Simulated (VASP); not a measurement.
# Ag (Fd-3m) in VASP: single point with LDA

Aim: the single point of Ag with LDA.

Program: VASP 6.6.1. These are calculated values, not measurements. Logs are shortened: lines on timing, memory, paths and dates and some standing lists are left out, and cuts for length are marked.

**1. The cell of the first run**

Symmetry: Fd-3m, No. 227, cubic system. Conventional cell: a = 5.930 Å, b = 5.930 Å, c = 5.930 Å, α = 90.00°, β = 90.00°, γ = 90.00°. Within 3.4 Å of Ag (site symmetry -43m) lie 4 Ag at 2.57 Å.

**2. Single point, LDA**

Input file INCAR:

```
ALGO     = Normal         # electronic algorithm
EDIFF    = 1E-7           # SCF threshold, eV
ENCUT    = 520            # plane-wave cutoff, eV
GGA      = CA             # functional
ISIF     = 2              # what is computed and relaxed
ISMEAR   = -1             # smearing method
LASPH    = T              # aspherical terms in the spheres
LCHARG   = F              # write CHGCAR
LREAL    = F              # projectors in reciprocal space
LWAVE    = F              # write WAVECAR
NBANDS   = 18             # bands
NELM     = 100            # most SCF steps
PREC     = Accurate       # precision mode
SIGMA    = 0.05           # smearing width, eV
```

Input file KPOINTS:

```
k-points
0
Gamma
  13 13 13
```

Input file POSCAR:

```
Ag
1.0
    0.0000000000      2.9651383335      2.9651383335
    2.9651383335      0.0000000000      2.9651383335
    2.9651383335      2.9651383335      0.0000000000
Ag
2
Direct
   -0.1250000000     -0.1250000000     -0.1250000000
    0.1250000000      0.1250000000      0.1250000000
```

Potentials or basis: VASP PAW LDA potentials, release 64 (Ag).

Launch:

```
$ cat potpaw_LDA.64/Ag/POTCAR > POTCAR
$ mpirun -np 1 vasp_std > vasp.out
```

OUTCAR:

```text
EDIFF = 1E-7
   ENCUT = 520
   GGA = CA
   ISIF = 2
   ISMEAR = -1
   LASPH = T
   LREAL = F
   NELM = 100
   PREC = Accurate

 ion  position               nearest neighbor table
   1  0.875  0.875  0.875-   2 2.57   2 2.57   2 2.57   2 2.57
   2  0.125  0.125  0.125-   1 2.57   1 2.57   1 2.57   1 2.57

  LATTYP: Found a face centered cubic cell.
 ALAT       =     5.9302766670

  Lattice vectors:

 A1 = (   0.0000000000,   2.9651383335,   2.9651383335)
 A2 = (   2.9651383335,   0.0000000000,   2.9651383335)
 A3 = (   2.9651383335,   2.9651383335,   0.0000000000)

Analysis of symmetry for initial positions (statically):
=====================================================================
 Subroutine PRICEL returns:
 Original cell was already a primitive cell.

 Routine SETGRP: Setting up the symmetry group for a
 face centered cubic supercell.

 Subroutine GETGRP returns: Found 48 space group operations
 (whereof 12 operations were pure point group operations)
 out of a pool of 48 trial point group operations.

The static configuration has the point symmetry D_3d.
 The point group associated with its full space group is O_h .

Analysis of symmetry for dynamics (positions and initial velocities):
=====================================================================
 Subroutine PRICEL returns:
 Original cell was already a primitive cell.

 Routine SETGRP: Setting up the symmetry group for a
 face centered cubic supercell.

 Subroutine GETGRP returns: Found 48 space group operations
 (whereof 12 operations were pure point group operations)
 out of a pool of 48 trial point group operations.

The dynamic configuration has the point symmetry D_3d.
 The point group associated with its full space group is O_h .

 Subroutine INISYM returns: Found 48 space group operations
 (whereof 12 operations are pure point group operations),
 and found     1 'primitive' translations

----------------------------------------------------------------------------------------

                                     Primitive cell

  volume of cell :      52.1393

  direct lattice vectors                    reciprocal lattice vectors
     0.000000000  2.965138334  2.965138334    -0.168626197  0.168626197  0.168626197
     2.965138334  0.000000000  2.965138334     0.168626197 -0.168626197  0.168626197
     2.965138334  2.965138334  0.000000000     0.168626197  0.168626197 -0.168626197

  length of vectors
     4.193338846  4.193338846  4.193338846     0.292069140  0.292069140  0.292069140

  position of ions in fractional coordinates (direct lattice)
     0.875000000  0.875000000  0.875000000
     0.125000000  0.125000000  0.125000000

  ion indices of the primitive-cell ions
   primitive index   ion index
                 1           1
                 2           2

----------------------------------------------------------------------------------------

 KPOINTS: k-points

Automatic generation of k-mesh.
 Grid dimensions read from file:
 generate k-points for:   13   13   13

 Generating k-lattice:

  Cartesian coordinates                     Fractional coordinates (reciprocal lattice)
    -0.012971246  0.012971246  0.012971246     0.076923077  0.000000000  0.000000000
     0.012971246 -0.012971246  0.012971246     0.000000000  0.076923077  0.000000000
     0.012971246  0.012971246 -0.012971246     0.000000000  0.000000000  0.076923077

  Length of vectors
     0.022466857  0.022466857  0.022466857

  Shift w.r.t. Gamma in fractional coordinates (k-lattice)
     0.000000000  0.000000000  0.000000000

 Subroutine IBZKPT returns following result:
 ===========================================

 Found     84 irreducible k-points:

 Following reciprocal coordinates:
            Coordinates               Weight
  0.000000  0.000000  0.000000      1.000000
  0.076923  0.000000  0.000000      8.000000
  0.153846  0.000000  0.000000      8.000000
  0.230769  0.000000  0.000000      8.000000
  0.307692  0.000000  0.000000      8.000000
  0.384615  0.000000  0.000000      8.000000
[... 16 lines left out ...]
  0.384615  0.153846  0.000000     24.000000
  0.461538  0.153846  0.000000     24.000000
 [... further k-points ...]
   k-points           NKPTS =     84   k-points in BZ     NKDIM =     84   number of bands    NBANDS=     18
   number of dos      NEDOS =    301   number of ions     NIONS =      2
   total plane-waves  NPLWV =  32768
   dimension x,y,z NGX =    32 NGY =   32 NGZ =   32
   dimension x,y,z NGXF=    64 NGYF=   64 NGZF=   64
   ions per type =               2
   NGX,Y,Z   is equivalent  to a cutoff of  12.69, 12.69, 12.69 a.u.
   NGXF,Y,Z  is equivalent  to a cutoff of  25.37, 25.37, 25.37 a.u.
 SYSTEM =  unknown system
   PREC   = accura    normal or accurate (medium, high low for compatibility)
   ISTART =      0    job   : 0-new  1-cont  2-samecut
   ICHARG =      2    charge: 1-file 2-atom 10-const
   ISPIN  =      1    spin polarized calculation?
   LNONCOLLINEAR =      F non collinear calculations
   LSORBIT =      F    spin-orbit coupling
   LASPH  =      T    aspherical Exc in radial PAW
   ENCUT  =  520.0 eV  38.22 Ry    6.18 a.u.   7.80  7.80  7.80*2*pi/ulx,y,z
   NELM   =    100;   NELMIN=  2; NELMDL= -5     # of ELM steps
   EDIFF  = 0.1E-06   stopping-criterion for ELM
   LREAL  =      F    real-space projection
   EDIFFG = 0.1E-05   stopping-criterion for IOM
   NSW    =      0    number of steps for IOM
   IBRION =     -1    ionic relax: 0-MD 1-quasi-New 2-CG
   NFREE  =      0    steps in history (QN), initial steepest desc. (CG)
   ISIF   =      2    stress and relaxation
   ISYM   =      2    0-nonsym 1-usesym 2-fastsym
   POTIM  = 0.5000    time-step for ionic-motion
   TEBEG  =    0.0;   TEEND  =   0.0 temperature during run
   PSTRESS=    0.0 pullay stress
   NELECT =      22.0000    total number of electrons
   NUPDOWN=      -1.0000    fix difference up-down
   EMIN   =  10.00;   EMAX   =-10.00  energy-range for DOS
   EFERMI =   0.00;   METHOD = LEGACY
   ISMEAR =    -1;   SIGMA  =   0.05  broadening in eV -4-tet -1-fermi 0-gaus
   EFERMI_NEDOS =   21; number of points for ismear=-14 and -15
   IALGO  =     38    algorithm
   IMIX   =      4    mixing-type and parameters
     AMIX     =   0.40;   BMIX     =  1.00
     AMIX_MAG =   1.60;   BMIX_MAG =  1.00
  volume/ion in A,a.u.               =      26.07       175.93
  Fermi-wavevector in a.u.,A,eV,Ry     =   1.227894  2.320383 20.513816  1.507723
  Thomas-Fermi vector in A             =   2.362840
   LORBIT       =      0    0 simple, 1 ext, 2 COOP (PROOUT), +10 PAW based schemes
   GGA     = CA    functional components
   LHFCALC =     F    Hartree Fock is set to
   AEXX    =    0.0000 exact exchange contribution
   IVDW    =     0    specifies the selected vdW correction
   LEPSILON=     F    determine dielectric tensor
   LRPA    =     F    only Hartree local field effects (RPA)
 non-spin polarized calculation
  energy-cutoff  :      520.00
  volume of cell :       52.14
 maximum number of plane-waves:      1419
   NGX = 15   NGY = 15   NGZ = 15

 number of electron      22.0000007 magnetization

 Free energy of the ion-electron system (eV)
  ---------------------------------------------------
  ext. energy  EPLUGINS =         0.00000000
  ---------------------------------------------------
  free energy    TOTEN  =        -5.45177246 eV

  energy without entropy =       -5.44613950  energy(sigma->0) =       -5.44895598

 E-fermi :   3.3562     XC(G=0):  -9.9506

 val. band max:        3.2990246812   @ k =  -0.3846   0.3846   0.0769
 cond. band min:       3.3562446267   @ k =  -0.4615   0.1538   0.0769
 fundamental gap:      0.0572199455
 Fermi energy:         3.3561524673

 k-point     1 :       0.0000    0.0000    0.0000
  band No.  band energies     occupation
      1      -1.9037      2.00000
      2      -1.4589      2.00000
      3      -1.4589      2.00000
      4      -1.4440      2.00000
      5      -1.4440      2.00000
      6      -1.4440      2.00000
[... 10 lines left out ...]
     17      13.4402      0.00000
     18      14.0885      0.00000

 k-point     2 :       0.0769    0.0000    0.0000
  band No.  band energies     occupation
      1      -1.8299      2.00000
      2      -1.5437      2.00000
      3      -1.5437      2.00000
      4      -1.4416      2.00000
      5      -1.3420      2.00000
      6      -1.3420      2.00000
[... 10 lines left out ...]
     17      13.9752      0.00000
     18      14.4582      0.00000

 k-point     3 :       0.1538    0.0000    0.0000
  band No.  band energies     occupation
      1      -1.6375      2.00000
      2      -1.6050      2.00000
      3      -1.6050      2.00000
      4      -1.4186      2.00000
      5      -1.2382      2.00000
      6      -1.2382      2.00000
[... 10 lines left out ...]
     17      14.5868      0.00000
     18      14.8141      0.00000

 k-point     4 :       0.2308    0.0000    0.0000
  band No.  band energies     occupation
      1      -1.6300      2.00000
      2      -1.6300      2.00000
      3      -1.5041      2.00000
      4      -1.2558      2.00000
      5      -1.1681      2.00000
      6      -1.1681      2.00000
[... 375 lines left out ...]
      4      -1.1797      2.00000
      5      -1.0307      2.00000
      6      -0.9040      2.00000
[... 10 lines left out ...]
     17      16.0329      0.00000
     18      16.3959      0.00000

 k-point    23 :       0.3846    0.1538    0.0000
  band No.  band energies     occupation
      1      -1.7778      2.00000
      2      -1.5123      2.00000
      3      -1.4909      2.00000
      4      -1.1367      2.00000
      5      -0.9325      2.00000
      6      -0.8906      2.00000
[... 10 lines left out ...]
     17      15.8381      0.00000
     18      15.9742      0.00000

 k-point    24 :       0.4615    0.1538    0.0000
  band No.  band energies     occupation
      1      -1.7622      2.00000
      2      -1.5404      2.00000
      3      -1.4589      2.00000
      4      -1.0943      2.00000
      5      -0.9602      2.00000
      6      -0.9056      2.00000
[... 10 lines left out ...]
     17      15.5652      0.00000
     18      16.0868      0.00000

 [... further k-points ...]

------------------------ aborting loop because EDIFF is reached ----------------------------------------

  FORCE on cell =-STRESS in cart. coord.  units (eV):
  Direction    XX          YY          ZZ          XY          YZ          ZX
  --------------------------------------------------------------------------------------
  -------------------------------------------------------------------------------------
  Total        0.0074724      0.0074724      0.0074724      0.0000000      0.0000000     -0.0000000
  in kB        0.2296172      0.2296172      0.2296172      0.0000000      0.0000000     -0.0000000
  external PRESSURE =       0.2296172 kB  Pullay stress =       0.0000000 kB

 VOLUME and BASIS-vectors are now :
 -----------------------------------------------------------------------------
  energy-cutoff  :      520.00
  volume of cell :       52.14
      direct lattice vectors                 reciprocal lattice vectors
     0.000000000  2.965138334  2.965138334    -0.168626197  0.168626197  0.168626197
     2.965138334  0.000000000  2.965138334     0.168626197 -0.168626197  0.168626197
     2.965138334  2.965138334  0.000000000     0.168626197  0.168626197 -0.168626197

 POSITION                                       TOTAL-FORCE (eV/Angst)
 -----------------------------------------------------------------------------------
      5.18899      5.18899      5.18899        -0.000000     -0.000000     -0.000000
      0.74128      0.74128      0.74128         0.000000      0.000000      0.000000
 -----------------------------------------------------------------------------------
    total drift:                                0.000000      0.000000     -0.000000

  FREE ENERGIE OF THE ION-ELECTRON SYSTEM (eV)
  ---------------------------------------------------
  free  energy   TOTEN  =        -5.4517724567 eV

  energy  without entropy=       -5.4461395030  energy(sigma->0) =       -5.44895598
```

It took 38 s on 1 thread of Intel Xeon Platinum 8259CL at 2.50GHz (Skylake/Cascade Lake), shared host; peak memory 0.19 GiB.

Results:

```yaml
Free_energy: -5.4518 eV
Pressure: 0.0 GPa
Band_gap_on_the_k_mesh: zero (band 11 reaches 3.75 eV, above the bottom of band 12 at 2.84 eV)
```

Levels at points of the mesh, in eV from the Fermi level:
```
           k point  band 9  band 10  band 11  band 12  band 13  band 14
(0.00, 0.00, 0.00)   -3.25    -2.48    -2.48     9.47     9.47     9.47
```
